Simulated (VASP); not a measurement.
MgPbO2, 8 atoms in the cell. It takes space group P6_3/mmc (No. 194, hexagonal). The conventional cell has a = 3.228 Å, b = 3.228 Å, c = 11.947 Å, α = 90.00°, β = 90.00°, γ = 120.00°. Within 3.0 Å of Mg (site symmetry -6m2) lie 6 O at 2.24 Å. Within 3.6 Å of Pb (site symmetry -3m) lie 6 O at 2.55 Å and 6 Pb at 3.23 Å and 6 Mg at 3.52 Å. Within 3.0 Å of O (site symmetry 3m) lie 3 Mg at 2.24 Å and 1 O at 2.48 Å and 3 Pb at 2.55 Å. 

```yaml
Program: VASP 6.6.1
Task: single point
Functional: r2SCAN
Dispersion: rVV10
Potentials_or_basis: VASP PAW PBE potentials, release 64 (Mg, Pb_d, O)
Cutoff: 660 eV
k_mesh: 12 × 12 × 2
Occupations: fermi-dirac, width 0.03 eV
Spin: no spin polarisation
Dipole_correction: no
Further_INCAR_settings: ALGO = Normal; EDIFF = 1e-06; NBANDS = 38
```

Potentials or basis: VASP PAW PBE potentials, release 64 (Mg, Pb_d, O).

Command:

```sh
$ cat potpaw_PBE.64/Mg/POTCAR potpaw_PBE.64/Pb_d/POTCAR potpaw_PBE.64/O/POTCAR > POTCAR
$ cp INCAR.step1 INCAR
$ mpirun -np 1 vasp_std > vasp.out
$ cp INCAR.step2 INCAR
$ mpirun -np 1 vasp_std > vasp.out
```

Hardware: 1 thread of Oxide Virtual Turin-like Processor, on a shared host.

**Question.** How long does it take, and how much memory?

**Answer.** Wall time 17 min on 1 thread of Oxide Virtual Turin-like Processor (shared host), peak memory 0.66 GiB. Counts: k points 38.
